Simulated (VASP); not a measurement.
# Sn4O9 (a cell with a defect) in VASP: notebook

Sn4O9 (a cell with a defect) is run at these levels: PBE; tasks: single point.

All numbers are computed with VASP 6.6.1; they aren't measurements. Logs are shortened: lines on timing, memory, paths and dates and some standing lists are left out, and cuts for length are marked.

## 1. The cell of the first run

The cell holds a defect, 13 atoms: a = 5.813 Å, b = 5.813 Å, c = 5.813 Å, α = 108.08°, β = 108.08°, γ = 112.29°.

## 2. Single point, PBE

INCAR reads:

```
ALGO = Normal
EDIFF = 1E-6
ENCUT = 520
GGA = PE
ISIF = 2
ISMEAR = 0
LASPH = T
LCHARG = T
LELF = T
LREAL = F
LVHAR = T
LWAVE = F
NBANDS = 67
NELM = 100
PREC = Accurate
SIGMA = 0.02
```

KPOINTS reads:

```
k-points
0
Gamma
  3 3 3
```

POSCAR reads:

```
Sn4O9
1.0
    0.0000000000      4.8271903414     -3.2381522502
    0.0000000000     -4.8271903414     -3.2381522502
   -4.8271903414      0.0000000000      3.2381522502
Sn O
4 9
Direct
    0.2729169300      0.7404491231      0.4946472583
    0.7529072280      0.2404448842      0.4746610922
    0.0103123885     -0.0034301156     -0.0308894803
    0.4912231255      0.4843114163     -0.0240729490
    0.5772442471      0.7404272978      0.7989737556
    0.0596344078      0.2404421510      0.7813940037
    0.9036499711      0.7703146499      0.2812595494
    0.4501321252      0.2404351133      0.1718751115
    0.5088384883      0.1866612967      0.6790181346
    0.0309066537      0.6791994754      0.6853892585
    0.5248830537      0.8016900948      0.3138815292
    0.0110331847      0.2942304722      0.2843722856
    0.0296459191      0.7105728114      0.0955681154
```

Potentials or basis: VASP PAW PBE potentials, release 64 (Sn_d, O).

Started as:

```console
$ cat potpaw_PBE.64/Sn_d/POTCAR potpaw_PBE.64/O/POTCAR > POTCAR
$ mpirun -np 1 vasp_std > vasp.out
```

OUTCAR:

```text
EDIFF = 1E-6
   ENCUT = 520
   GGA = PE
   ISIF = 2
   ISMEAR = 0
   LASPH = T
   LREAL = F
   NELM = 100
   PREC = Accurate

 ion  position               nearest neighbor table
   1  0.273  0.740  0.495-  11 2.04  10 2.04   5 2.08   9 2.10  12 2.10  13 2.22   7 2.22   2 3.24
                             2 3.24   3 3.67   4 3.67   4 3.73   3 3.73
   2  0.753  0.240  0.475-   8 2.07  11 2.08  10 2.08   6 2.09  12 2.11   9 2.11   1 3.24   1 3.24
                             4 3.74   3 3.74
   3  0.010  0.997  0.969-   6 2.03  13 2.04   5 2.06   8 2.07  12 2.09  10 2.13   7 2.64   4 3.11
                             4 3.36   1 3.67   1 3.73   2 3.74
   4  0.491  0.484  0.976-   6 2.03   7 2.04   5 2.06   8 2.07   9 2.09  11 2.13  13 2.64   3 3.11
                             3 3.36   1 3.67   1 3.73   2 3.74
   5  0.577  0.740  0.799-   3 2.06   4 2.06   1 2.08
   6  0.060  0.240  0.781-   3 2.03   4 2.03   2 2.09
   7  0.904  0.770  0.281-  13 1.51   4 2.04   1 2.22   3 2.64
   8  0.450  0.240  0.172-   2 2.07   3 2.07   4 2.07
   9  0.509  0.187  0.679-   4 2.09   1 2.10   2 2.11
  10  0.031  0.679  0.685-   1 2.04   2 2.08   3 2.13
  11  0.525  0.802  0.314-   1 2.04   2 2.08   4 2.13
  12  0.011  0.294  0.284-   3 2.09   1 2.10   2 2.11
  13  0.030  0.711  0.096-   7 1.51   3 2.04   1 2.22   4 2.64

  LATTYP: Found a body centered tetragonal cell.
 ALAT       =     6.8266780490
 C/A-ratio  =     0.9486758353

  Lattice vectors:

 A1 = (   0.0000000000,   4.8271903414,  -3.2381522502)
 A2 = (   0.0000000000,  -4.8271903414,  -3.2381522502)
 A3 = (  -4.8271903414,   0.0000000000,   3.2381522502)

Analysis of symmetry for initial positions (statically):
=====================================================================
 Subroutine PRICEL returns:
 Original cell was already a primitive cell.

 Routine SETGRP: Setting up the symmetry group for a
 body centered tetragonal supercell.

 Subroutine GETGRP returns: Found  1 space group operations
 (whereof  1 operations were pure point group operations)
 out of a pool of 16 trial point group operations.

The static configuration has the point symmetry C_1 .

Analysis of symmetry for dynamics (positions and initial velocities):
=====================================================================
 Subroutine PRICEL returns:
 Original cell was already a primitive cell.

[... 129 lines left out ...]
   NELECT =     110.0000    total number of electrons
   NUPDOWN=      -1.0000    fix difference up-down
   EMIN   =  10.00;   EMAX   =-10.00  energy-range for DOS
   EFERMI =   0.00;   METHOD = LEGACY
   ISMEAR =     0;   SIGMA  =   0.02  broadening in eV -4-tet -1-fermi 0-gaus
   EFERMI_NEDOS =   21; number of points for ismear=-14 and -15
   IALGO  =     38    algorithm
   IMIX   =      4    mixing-type and parameters
     AMIX     =   0.40;   BMIX     =  1.00
     AMIX_MAG =   1.60;   BMIX_MAG =  1.00
  volume/ion in A,a.u.               =      11.61        78.34
  Fermi-wavevector in a.u.,A,eV,Ry     =   1.473331  2.784192 29.534228  2.170705
  Thomas-Fermi vector in A             =   2.588237
   LORBIT       =      0    0 simple, 1 ext, 2 COOP (PROOUT), +10 PAW based schemes
   GGA     = PE    functional components
   LHFCALC =     F    Hartree Fock is set to
   AEXX    =    0.0000 exact exchange contribution
   IVDW    =     0    specifies the selected vdW correction
   LEPSILON=     F    determine dielectric tensor
   LRPA    =     F    only Hartree local field effects (RPA)
 non-spin polarized calculation
 Gauss-broadening in eV      SIGMA  =   0.02
  energy-cutoff  :      520.00
  volume of cell :      150.91
 maximum number of plane-waves:      4079
 NGX is ok and might be reduce to    48
   NGX = 21   NGY = 21   NGZ = 21

 number of electron     109.9999998 magnetization

 Free energy of the ion-electron system (eV)
  ---------------------------------------------------
  ext. energy  EPLUGINS =         0.00000000
  ---------------------------------------------------
  free energy    TOTEN  =       -76.72453992 eV

  energy without entropy =      -76.72453992  energy(sigma->0) =      -76.72453992

 E-fermi :   6.4133     XC(G=0): -11.3005

 val. band max:        6.2956528362   @ k =  -0.3333   0.3333   0.3333
 cond. band min:       6.9820368674   @ k =   0.0000   0.0000   0.0000
 fundamental gap:      0.6863840312
 Fermi energy:         6.4133135640

 k-point     1 :       0.0000    0.0000    0.0000
  band No.  band energies     occupation
      1     -15.8316      2.00000
      2     -15.0919      2.00000
      3     -14.8353      2.00000
      4     -14.6848      2.00000
      5     -14.4389      2.00000
      6     -14.4181      2.00000
[... 969 lines left out ...]
     66      16.1629      0.00000
     67      16.4062      0.00000

------------------------ aborting loop because EDIFF is reached ----------------------------------------

  FORCE on cell =-STRESS in cart. coord.  units (eV):
  Direction    XX          YY          ZZ          XY          YZ          ZX
  --------------------------------------------------------------------------------------
  -------------------------------------------------------------------------------------
  Total        7.9657498      7.9677193     12.2547968     -3.3786738     -2.9739329     -2.9720861
  in kB       84.5709359     84.5918457    130.1069776    -35.8707731    -31.5737121    -31.5541051
  external PRESSURE =      99.7565864 kB  Pullay stress =       0.0000000 kB

 VOLUME and BASIS-vectors are now :
 -----------------------------------------------------------------------------
  energy-cutoff  :      520.00
  volume of cell :      150.91
      direct lattice vectors                 reciprocal lattice vectors
     0.000000000  4.827190341 -3.238152250    -0.103579922  0.103579922 -0.154409046
     0.000000000 -4.827190341 -3.238152250    -0.103579922 -0.103579922 -0.154409046
    -4.827190341  0.000000000  3.238152250    -0.207159844  0.000000000  0.000000000

 POSITION                                       TOTAL-FORCE (eV/Angst)
 -----------------------------------------------------------------------------------
     -2.38776     -2.25687     -1.67969         0.002854     -0.003497      0.001948
     -2.29128      2.47375     -1.67960        -0.001150      0.001303     -0.000781
     -4.67808     -4.76085     -0.12231         0.007189     -0.008521     -0.008977
     -4.71099      0.03336      0.00127         0.009332     -0.008022      0.009184
     -3.85680     -0.78772     -1.67962         0.004258     -0.004719     -0.000141
     -3.77194     -0.87279      1.55858         0.021731     -0.021801     -0.000051
     -1.35769      0.64363     -4.50979        -0.135331     -0.113308      0.081458
     -0.82967      1.01225     -1.67960        -0.017010      0.016274      0.000172
     -3.27775      1.55521     -0.05337        -0.008184     -0.011097     -0.001475
     -3.30850     -3.12943     -0.08004        -0.025304     -0.016150      0.007717
     -1.51517     -1.33620     -3.27925         0.015895      0.024709     -0.008084
     -1.37272     -1.36705     -0.06765         0.012072      0.009743      0.001058
     -0.46133     -3.28696     -2.08748         0.113648      0.135086     -0.082028
 -----------------------------------------------------------------------------------
    total drift:                                0.001028     -0.000351     -0.000252

  FREE ENERGIE OF THE ION-ELECTRON SYSTEM (eV)
  ---------------------------------------------------
  free  energy   TOTEN  =       -76.7245399247 eV

  energy  without entropy=      -76.7245399247  energy(sigma->0) =      -76.72453992
```

OSZICAR:

```text
N       E                     dE             d eps       ncg     rms          rms(c)
DAV:   1     0.175351576219E+04    0.17535E+04   -0.50325E+04  2123   0.260E+03
DAV:   2     0.288457093039E+03   -0.14651E+04   -0.13947E+04  1980   0.784E+02
DAV:   3    -0.586360842699E+02   -0.34709E+03   -0.33452E+03  2067   0.283E+02
DAV:   4    -0.880670455607E+02   -0.29431E+02   -0.28890E+02  2224   0.912E+01
DAV:   5    -0.890727214068E+02   -0.10057E+01   -0.10017E+01  2264   0.170E+01    0.227E+01
DAV:   6    -0.766022375400E+02    0.12470E+02   -0.42313E+01  2983   0.688E+01    0.846E+00
DAV:   7    -0.767904671709E+02   -0.18823E+00   -0.51428E+00  2240   0.997E+00    0.496E+00
DAV:   8    -0.767653370657E+02    0.25130E-01   -0.95355E-01  2472   0.622E+00    0.145E+00
DAV:   9    -0.767220294379E+02    0.43308E-01   -0.25988E-01  2848   0.455E+00    0.511E-01
DAV:  10    -0.767239856803E+02   -0.19562E-02   -0.35832E-02  2104   0.113E+00    0.171E-01
DAV:  11    -0.767242914941E+02   -0.30581E-03   -0.23860E-03  2696   0.374E-01    0.808E-02
DAV:  12    -0.767245239926E+02   -0.23250E-03   -0.74685E-04  2192   0.154E-01    0.346E-02
DAV:  13    -0.767245347443E+02   -0.10752E-04   -0.59583E-05  2648   0.591E-02    0.176E-02
DAV:  14    -0.767245399937E+02   -0.52494E-05   -0.38347E-05  2256   0.350E-02    0.743E-03
DAV:  15    -0.767245399247E+02    0.68969E-07   -0.55565E-06  2272   0.169E-02
   1 F= -.76724540E+02 E0= -.76724540E+02  d E =-.944893E-18
```

stdout:

```text
POSCAR found type information on POSCAR SnO
 POSCAR found :  2 types and      13 ions
 scaLAPACK will be used
 LDA part: xc-table for (Slater+PW92), standard interpolation
 POSCAR, INCAR and KPOINTS ok, starting setup
 FFT: planning ... GRIDC
 FFT: planning ... GRID_SOFT
 FFT: planning ... GRID
 WAVECAR not read
 entering main loop
```

Wall time 2.7 min (1 thread of Intel Xeon Platinum 8488C (Sapphire Rapids), shared host); peak memory 0.34 GiB.

What came out:

```yaml
Free_energy: -76.7245 eV
Pressure: 10.0 GPa
Largest_force: 0.195 eV/Å
Band_gap_on_the_k_mesh: 0.69 eV
```

Forces on the atoms (eV/Å):
```
Sn   0.003 -0.003  0.002
Sn  -0.001  0.001 -0.001
Sn   0.007 -0.009 -0.009
Sn   0.009 -0.008  0.009
O    0.004 -0.005  0.000
O    0.022 -0.022  0.000
O   -0.135 -0.113  0.081
O   -0.017  0.016  0.000
O   -0.008 -0.011 -0.001
O   -0.025 -0.016  0.008
O    0.016  0.025 -0.008
O    0.012  0.010  0.001
O    0.114  0.135 -0.082
```

Stress tensor (GPa, compression positive):
```
 8.46 -3.59 -3.16
-3.59  8.46 -3.16
-3.16 -3.16 13.01
```

Levels at points of the mesh, in eV from the valence-band top:
```
           k point  band 53  band 54  band 55  band 56  band 57  band 58
(0.00, 0.00, 0.00)    -0.86    -0.54    -0.52     0.69     4.08     4.20
```

Caveat: the k points lie up to 0.45 Å⁻¹ apart; spin-orbit coupling is left out, which moves the levels of the heavy elements.

## 3. Single point, PBE

INCAR reads:

```
SYSTEM = Sn4O9
ALGO = Normal ; EDIFF = 1E-6
ENCUT = 520 ; GGA = PE
ISIF = 2 ; ISMEAR = 0
LASPH = .True. ; LCHARG = .False.
LREAL = .False. ; LWAVE = .False.
NBANDS = 67 ; NELM = 80
PREC = Accurate ; SIGMA = 0.02
```

KPOINTS reads:

```
k-points
0
Gamma
  3 3 3
  0 0 0
```

POSCAR reads:

```
Sn4O9
1.0
    0.0000000000      4.8271903414     -3.2381522502
    0.0000000000     -4.8271903414     -3.2381522502
   -4.8271903414      0.0000000000      3.2381522502
Sn O
4 9
Direct
    0.2633414666      0.7500055163      0.5126240784
    0.7433317412      0.2500012878      0.4926379181
    0.0007369675      0.0061264380     -0.0129126874
    0.4816477067      0.4938678588     -0.0060960927
    0.5676687692      0.7499837263      0.8169505905
    0.0500589734      0.2499986757      0.7993707990
    0.8940745884      0.7798710951      0.2992363876
    0.4405567489      0.2499916510      0.1898520537
    0.4992629916      0.1962177631      0.6969948898
    0.0213312607      0.6887559471      0.7033660908
    0.5153075543      0.8112465787      0.3318584698
    0.0014576829      0.3037869670      0.3023491714
    0.0200705281      0.7201293120      0.1135449322
```

Potentials or basis: VASP PAW PBE potentials, release 64 (Sn_d, O).

Started as:

```console
$ cat potpaw_PBE.64/Sn_d/POTCAR potpaw_PBE.64/O/POTCAR > POTCAR
$ mpirun -np 1 vasp_std > vasp.out
```

Run time: 2.7 min. Hardware: 1 thread of Intel Xeon Platinum 8488C (Sapphire Rapids), shared host; peak memory 0.34 GiB.

The run converged. Its results:

```yaml
Free_energy: -76.7245 eV
Pressure: 10.0 GPa
Largest_force: 0.195 eV/Å
Band_gap_on_the_k_mesh: 0.69 eV
```

Forces on the atoms (eV/Å):
```
Sn   0.003 -0.004  0.002
Sn  -0.001  0.001 -0.001
Sn   0.007 -0.009 -0.009
Sn   0.009 -0.008  0.009
O    0.004 -0.004  0.000
O    0.022 -0.022  0.000
O   -0.135 -0.113  0.081
O   -0.017  0.016  0.000
O   -0.008 -0.011 -0.002
O   -0.025 -0.016  0.008
O    0.016  0.025 -0.008
O    0.012  0.010  0.001
O    0.114  0.135 -0.082
```

Stress tensor (GPa, compression positive):
```
 8.46 -3.59 -3.16
-3.59  8.46 -3.16
-3.16 -3.16 13.01
```

Levels at points of the mesh, in eV from the valence-band top:
```
           k point  band 53  band 54  band 55  band 56  band 57  band 58
(0.00, 0.00, 0.00)    -0.86    -0.54    -0.52     0.69     4.08     4.20
```

Caveat: the k points lie up to 0.45 Å⁻¹ apart; spin-orbit coupling is left out, which moves the levels of the heavy elements.

## 4. Single point, PBE

INCAR reads:

```
SYSTEM = Sn4O9
PREC = Accurate ; ENCUT = 520
EDIFF = 1E-7 ; ISMEAR = 0
SIGMA = 0.02 ; LREAL = .False.
LASPH = .True. ; NELM = 100
ALGO = Normal ; ISIF = 2
LWAVE = .False. ; LCHARG = .False.
GGA = PE ; NBANDS = 67
```

KPOINTS reads:

```
Automatic mesh
0
Gamma
  3 3 3
  0 0 0
```

POSCAR reads:

```
Sn4O9
1.0
    0.0000000000      4.8271903414     -3.2381522502
    0.0000000000     -4.8271903414     -3.2381522502
   -4.8271903414      0.0000000000      3.2381522502
Sn O
4 9
Direct
    0.2620588993      0.7498789009      0.5114681265
    0.7490450413      0.2498938105      0.4984725751
    0.0036984853      0.0033525283     -0.0066954062
    0.4903904640      0.4964049358     -0.0003623226
    0.5672171208      0.7498736845      0.8166257639
    0.0553466846      0.2498913232      0.8047867859
    0.9060344381      0.8075970519      0.3047801922
    0.4443113738      0.2498831591      0.1937338149
    0.4984696525      0.1933265162      0.6961001664
    0.0129155178      0.6889385808      0.6953398898
    0.5069091172      0.8108498977      0.3233060828
    0.0032451023      0.3064347212      0.3044682095
   -0.0023038027      0.6921490286      0.0977529301
```

Started as:

```console
$ cat potpaw_PBE.64/Sn_d/POTCAR potpaw_PBE.64/O/POTCAR > POTCAR
$ mpirun -np 1 vasp_std > vasp.out
```

It took 2.9 min on 1 thread of Intel Xeon Platinum 8488C (Sapphire Rapids), shared host; peak memory 0.35 GiB.

It converged, with:

| Item | Value |
| --- | --- |
| Free energy | -76.6552 eV |
| Pressure | 8.7 GPa |
| Largest force | 0.455 eV/Å |
| Band gap on the k mesh | 0.62 eV |

Forces in eV/Å, atoms in the order of the input:
```
Sn  -0.005  0.005  0.000
Sn   0.041 -0.041  0.000
Sn   0.071 -0.069 -0.074
Sn   0.069 -0.071  0.074
O   -0.006  0.006  0.000
O    0.062 -0.061  0.000
O   -0.058  0.034  0.450
O    0.004 -0.003  0.000
O   -0.046 -0.059 -0.022
O   -0.070  0.086  0.016
O   -0.086  0.070 -0.016
O    0.059  0.046  0.022
O   -0.034  0.058 -0.450
```

Stress tensor (GPa, compression positive):
```
 7.59 -2.91 -2.84
-2.91  7.60 -2.84
-2.84 -2.84 10.88
```

Levels at points of the mesh, in eV from the valence-band top:
| k point | band 53 | band 54 | band 55 | band 56 | band 57 | band 58 |
| --- | --- | --- | --- | --- | --- | --- |
| (0.00, 0.00, 0.00) | -0.89 | -0.68 | -0.48 | 0.62 | 4.08 | 4.13 |

Caveat: the k points lie up to 0.45 Å⁻¹ apart; spin-orbit coupling is left out, which moves the levels of the heavy elements.

## 5. Single point, PBE

INCAR reads:

```
SYSTEM = Sn4O9
PREC     = Accurate       ! precision mode
ENCUT    = 520            ! plane-wave cutoff, eV
EDIFF    = 1E-6           ! SCF threshold, eV
ISMEAR   = 0              ! smearing method
SIGMA    = 0.02           ! smearing width, eV
LREAL    = .False.        ! projectors in reciprocal space
LASPH    = .True.         ! aspherical terms in the spheres
NELM     = 80             ! most SCF steps
ALGO     = Normal         ! electronic algorithm
ISIF     = 2              ! what is computed and relaxed
LWAVE    = .False.        ! write WAVECAR
LCHARG   = .True.         ! write CHGCAR
GGA      = PE             ! functional
LELF     = .True.         ! ELF
LVHAR    = .True.       
NBANDS   = 67             ! bands
```

KPOINTS reads:

```
regular mesh
0
Gamma
  3 3 3
  0 0 0
```

POSCAR reads:

```
Sn4O9
1.0
    0.0000000000      4.8271903414     -3.2381522502
    0.0000000000     -4.8271903414     -3.2381522502
   -4.8271903414      0.0000000000      3.2381522502
Sn O
4 9
Direct
    0.2608040299      0.7497592674      0.5103270900
    0.7519408246      0.2497830830      0.5014904797
    0.0044202425      0.0010853833     -0.0017117618
    0.4974121219      0.4984441922      0.0026315515
    0.5669400420      0.7497538400      0.8164610718
    0.0580247784      0.2497837385      0.8075848940
    0.9253363624      0.8369524435      0.3102131663
    0.4456896057      0.2497671471      0.1952282660
    0.4980138952      0.1899247388      0.6941217899
    0.0078494580      0.6907703223      0.6918668550
    0.5013900942      0.8087968661      0.3164248542
    0.0044409265      0.3096014641      0.3074305952
   -0.0264330686      0.6625428708      0.0877081636
```

Started as:

```console
$ cat potpaw_PBE.64/Sn_d/POTCAR potpaw_PBE.64/O/POTCAR > POTCAR
$ mpirun -np 1 vasp_std > vasp.out
```

Run time: 2.3 min. Hardware: 1 thread of Intel Xeon Platinum 8488C (Sapphire Rapids), shared host; peak memory 0.35 GiB.

The run converged. Its results:

* Free energy: -76.4680 eV
* Pressure: 7.3 GPa
* Largest force: 0.634 eV/Å
* Band gap on the k mesh: 0.34 eV

Forces in eV/Å, atoms in the order of the input:
```
Sn  -0.004  0.004  0.000
Sn   0.017 -0.017  0.000
Sn   0.071 -0.015 -0.060
Sn   0.015 -0.071  0.060
O    0.001 -0.001  0.000
O    0.025 -0.025  0.000
O   -0.095 -0.060  0.624
O   -0.013  0.013  0.000
O   -0.066 -0.094 -0.022
O   -0.021  0.085  0.022
O   -0.085  0.021 -0.022
O    0.094  0.066  0.022
O    0.060  0.095 -0.624
```

Stress tensor (GPa, compression positive):
```
 6.91 -2.36 -2.00
-2.36  6.91 -2.01
-2.00 -2.01  8.13
```

Levels at points of the mesh, in eV from the valence-band top:
```
           k point  band 52  band 53  band 54  band 55  band 56  band 57  band 58  band 59
(0.00, 0.00, 0.00)    -1.09    -1.09    -0.75    -0.60     0.34     3.76     3.81     4.00
```

Caveat: the k points lie up to 0.45 Å⁻¹ apart; spin-orbit coupling is left out, which moves the levels of the heavy elements.
